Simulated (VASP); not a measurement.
# Cs2SbN2 (I4/mmm) in VASP: single point with r2SCAN

Aim: the single point of Cs2SbN2 with r2SCAN.

All numbers are computed with VASP 6.6.1; they aren't measurements. Logs are shortened: lines on timing, memory, paths and dates and some standing lists are left out, and cuts for length are marked.

**1. The cell of the first run**

Symmetry: I4/mmm, No. 139, tetragonal system. Conventional cell: a = 4.336 Å, b = 4.336 Å, c = 13.740 Å, α = 90.00°, β = 90.00°, γ = 90.00°. Within 3.6 Å of N (site symmetry -4m2) lie 4 Cs at 2.70 Å and 4 N at 3.07 Å. Sb (site symmetry 4/mmm) has 8 Cs at 3.57 Å and 8 N at 4.06 Å and 4 Sb at 4.34 Å within 4.7 Å. Within 3.7 Å of Cs (site symmetry 4mm) lie 4 N at 2.70 Å and 4 Sb at 3.57 Å and 1 Cs at 3.66 Å.

**2. Single point, r2SCAN**

POSCAR reads:

```
Cs2SbN2
1.0
    0.0000000000      4.3363830000      0.0000001578
    4.3363830000      0.0000000000      0.0000001578
    2.1681917500      2.1681917500     -6.8698658422
N Sb Cs
2 1 2
Direct
    0.2500000000      0.7500000000      0.5000000000
    0.7500000000      0.2500000000      0.5000000000
    0.0000000000      0.0000000000      0.0000000000
    0.3667338567      0.3667338567      0.2665322867
    0.6332661433      0.6332661433      0.7334677133
```

INCAR.step1 reads:

```
ALGO = Normal
EDIFF = 1E-4
ENCUT = 520
GGA = PE
ISMEAR = 0
LASPH = T
LCHARG = F
LREAL = F
LWAVE = T
NBANDS = 24
NELM = 80
PREC = Accurate
SIGMA = 0.0353
```

INCAR.step2 reads:

```
ALGO = Normal
EDIFF = 1E-7
ENCUT = 520
ISIF = 2
ISMEAR = 0
ISTART = 1
LASPH = T
LCHARG = F
LMIXTAU = T
LREAL = F
LWAVE = F
METAGGA = R2SCAN
NBANDS = 24
NELM = 80
PREC = Accurate
SIGMA = 0.0353
```

KPOINTS reads:

```
k-points
0
Gamma
  6 6 6
```

Potentials or basis: VASP PAW PBE potentials, release 64 (N, Sb, Cs_sv).

Command:

```bash
> cat potpaw_PBE.64/N/POTCAR potpaw_PBE.64/Sb/POTCAR potpaw_PBE.64/Cs_sv/POTCAR > POTCAR
> cp INCAR.step1 INCAR
> mpirun -np 1 vasp_std > vasp.out
> cp INCAR.step2 INCAR
> mpirun -np 1 vasp_std > vasp.out
```

OUTCAR:

```text
EDIFF = 1E-7
   ENCUT = 520
   ISIF = 2
   ISMEAR = 0
   ISTART = 1
   LASPH = T
   LREAL = F
   METAGGA = R2SCAN
   NELM = 80
   PREC = Accurate

 ion  position               nearest neighbor table
   1  0.250  0.750  0.500-
   2  0.750  0.250  0.500-
   3  0.000  0.000  0.000-
   4  0.367  0.367  0.267-
   5  0.633  0.633  0.733-

  LATTYP: Found a body centered tetragonal cell.
 ALAT       =     4.3363830000
 C/A-ratio  =     3.1684775076

  Lattice vectors:

 A1 = (  -2.1681917500,   2.1681912500,   6.8698660000)
 A2 = (   2.1681912500,  -2.1681917500,   6.8698660000)
 A3 = (   2.1681917500,   2.1681917500,  -6.8698658422)

Analysis of symmetry for initial positions (statically):
=====================================================================
 Subroutine PRICEL returns:
 Original cell was already a primitive cell.

 Routine SETGRP: Setting up the symmetry group for a
 body centered tetragonal supercell.

 Subroutine GETGRP returns: Found 16 space group operations
 (whereof 16 operations were pure point group operations)
 out of a pool of 16 trial point group operations.

The static configuration has the point symmetry D_4h.

Analysis of symmetry for dynamics (positions and initial velocities):
=====================================================================
 Subroutine PRICEL returns:
 Original cell was already a primitive cell.

 Routine SETGRP: Setting up the symmetry group for a
 body centered tetragonal supercell.

 Subroutine GETGRP returns: Found 16 space group operations
 (whereof 16 operations were pure point group operations)
 out of a pool of 16 trial point group operations.

The dynamic configuration has the point symmetry D_4h.

 Subroutine INISYM returns: Found 16 space group operations
 (whereof 16 operations are pure point group operations),
 and found     1 'primitive' translations

----------------------------------------------------------------------------------------

                                     Primitive cell

  volume of cell :     129.1825

  direct lattice vectors                    reciprocal lattice vectors
[... 82 lines left out ...]
   NGXF,Y,Z  is equivalent  to a cutoff of  24.54, 24.54, 24.75 a.u.
 SYSTEM =  unknown system
   PREC   = accura    normal or accurate (medium, high low for compatibility)
   ISTART =      1    job   : 0-new  1-cont  2-samecut
   ICHARG =      0    charge: 1-file 2-atom 10-const
   ISPIN  =      1    spin polarized calculation?
   LNONCOLLINEAR =      F non collinear calculations
   LSORBIT =      F    spin-orbit coupling
   LASPH  =      T    aspherical Exc in radial PAW
   ENCUT  =  520.0 eV  38.22 Ry    6.18 a.u.   8.06  8.06 13.99*2*pi/ulx,y,z
   NELM   =     80;   NELMIN=  2; NELMDL=  0     # of ELM steps
   EDIFF  = 0.1E-06   stopping-criterion for ELM
   LREAL  =      F    real-space projection
   EDIFFG = 0.1E-05   stopping-criterion for IOM
   NSW    =      0    number of steps for IOM
   IBRION =     -1    ionic relax: 0-MD 1-quasi-New 2-CG
   NFREE  =      0    steps in history (QN), initial steepest desc. (CG)
   ISIF   =      2    stress and relaxation
   ISYM   =      2    0-nonsym 1-usesym 2-fastsym
   POTIM  = 0.5000    time-step for ionic-motion
   TEBEG  =    0.0;   TEEND  =   0.0 temperature during run
   PSTRESS=    0.0 pullay stress
   NELECT =      33.0000    total number of electrons
   NUPDOWN=      -1.0000    fix difference up-down
   EMIN   =  10.00;   EMAX   =-10.00  energy-range for DOS
   EFERMI =   0.00;   METHOD = LEGACY
   ISMEAR =     0;   SIGMA  =   0.04  broadening in eV -4-tet -1-fermi 0-gaus
   EFERMI_NEDOS =   21; number of points for ismear=-14 and -15
   IALGO  =     38    algorithm
   IMIX   =      4    mixing-type and parameters
     AMIX     =   0.40;   BMIX     =  1.00
     AMIX_MAG =   1.60;   BMIX_MAG =  1.00
  volume/ion in A,a.u.               =      25.84       174.35
  Fermi-wavevector in a.u.,A,eV,Ry     =   1.038751  1.962956 14.680748  1.079005
  Thomas-Fermi vector in A             =   2.173250
   LORBIT       =      0    0 simple, 1 ext, 2 COOP (PROOUT), +10 PAW based schemes
   METAGGA = R2SCAN    functional components
   LHFCALC =     F    Hartree Fock is set to
   AEXX    =    0.0000 exact exchange contribution
   IVDW    =     0    specifies the selected vdW correction
   LEPSILON=     F    determine dielectric tensor
   LRPA    =     F    only Hartree local field effects (RPA)
 non-spin polarized calculation
 Gauss-broadening in eV      SIGMA  =   0.04
  energy-cutoff  :      520.00
  volume of cell :      129.18
 maximum number of plane-waves:      3528
   NGX = 17   NGY = 17   NGZ = 27

 number of electron      33.0000000 magnetization

 Free energy of the ion-electron system (eV)
  ---------------------------------------------------
  ext. energy  EPLUGINS =         0.00000000
  ---------------------------------------------------
  free energy    TOTEN  =       -83.15181243 eV

  energy without entropy =      -83.14604837  energy(sigma->0) =      -83.14893040

 E-fermi :   2.4018     XC(G=0):  -9.8002

 val. band max:        2.3909044991   @ k =  -0.3333   0.3333   0.0000
 cond. band min:       2.4145981351   @ k =   0.0000   0.0000   0.1667
 fundamental gap:      0.0236936360
 Fermi energy:         2.4018485686

 k-point     1 :       0.0000    0.0000    0.0000
  band No.  band energies     occupation
      1     -18.7300      2.00000
      2     -18.3845      2.00000
      3     -11.0218      2.00000
      4     -10.0704      2.00000
      5      -7.0397      2.00000
      6      -5.1489      2.00000
[... 637 lines left out ...]
     23       9.0427      0.00000
     24       9.6203      0.00000

 [... further k-points ...]
[... 5 lines left out ...]
  --------------------------------------------------------------------------------------
  -------------------------------------------------------------------------------------
  Total        2.4814852      2.4814852      3.5633606      0.0000000     -0.0000000     -0.0000000
  in kB       30.7764647     30.7764647     44.1943571      0.0000000     -0.0000005     -0.0000005
  external PRESSURE =      35.2490955 kB  Pullay stress =       0.0000000 kB

 VOLUME and BASIS-vectors are now :
 -----------------------------------------------------------------------------
  energy-cutoff  :      520.00
  volume of cell :      129.18
      direct lattice vectors                 reciprocal lattice vectors
     0.000000000  4.336383000  0.000000158    -0.000000003  0.230606934  0.072781632
     4.336383000  0.000000000  0.000000158     0.230606934 -0.000000003  0.072781632
     2.168191750  2.168191750 -6.869865842     0.000000005  0.000000005 -0.145563247

 POSITION                                       TOTAL-FORCE (eV/Angst)
 -----------------------------------------------------------------------------------
      4.33638      2.16819     -3.43493         0.000000     -0.000000     -0.000000
      2.16819      4.33638     -3.43493        -0.000000      0.000000     -0.000000
      0.00000      0.00000      0.00000        -0.000000     -0.000000      0.000000
      2.16819      2.16819     -1.83104        -0.000000     -0.000000      0.060853
      4.33638      4.33638     -5.03882         0.000000      0.000000     -0.060853
 -----------------------------------------------------------------------------------
    total drift:                               -0.000000     -0.000000      0.000000

  FREE ENERGIE OF THE ION-ELECTRON SYSTEM (eV)
  ---------------------------------------------------
  free  energy   TOTEN  =       -83.1518124317 eV

  energy  without entropy=      -83.1460483680  energy(sigma->0) =      -83.14893040
```

Wall time 7.8 min (1 thread of Oxide Virtual Turin-like, shared host); peak memory 0.27 GiB.

Results:

```
Free energy            : -83.1518 eV
Pressure               : 3.5 GPa
Largest force          : 0.061 eV/Å
Band gap on the k mesh : zero (an odd number of electrons rules out a gap without spin polarisation)
```

Forces on the atoms (eV/Å):
```
N    0.000  0.000  0.000
N    0.000  0.000  0.000
Sb   0.000  0.000  0.000
Cs   0.000  0.000  0.061
Cs   0.000  0.000 -0.061
```

Levels at points of the mesh, in eV from the Fermi level:
| k point | band 12 | band 13 | band 14 | band 15 | band 16 | band 17 | band 18 | band 19 | band 20 | band 21 |
| --- | --- | --- | --- | --- | --- | --- | --- | --- | --- | --- |
| (0.00, 0.00, 0.00) | -1.95 | -1.10 | -0.89 | -0.89 | -0.12 | -0.12 | 0.81 | 1.17 | 1.17 | 4.65 |
| (0.50, 0.00, 0.00) | -1.44 | -0.69 | -0.65 | -0.56 | -0.55 | 0.12 | 0.13 | 0.38 | 0.58 | 5.53 |
| (0.50, 0.50, 0.00) | -1.44 | -1.32 | -1.14 | -0.81 | 0.17 | 0.22 | 0.47 | 0.47 | 0.55 | 6.75 |
| (0.00, 0.00, 0.50) | -1.23 | -1.23 | -1.05 | -0.88 | -0.62 | 0.40 | 0.40 | 0.88 | 0.88 | 3.96 |

Caveat: the cell stands under pressure; the PAW data sets were made with another functional, which shifts forces and pressure a little; spin-orbit coupling is left out, which moves the levels of the heavy elements.

The gap in the log of VASP goes by the Fermi energy; the results here count the filled bands.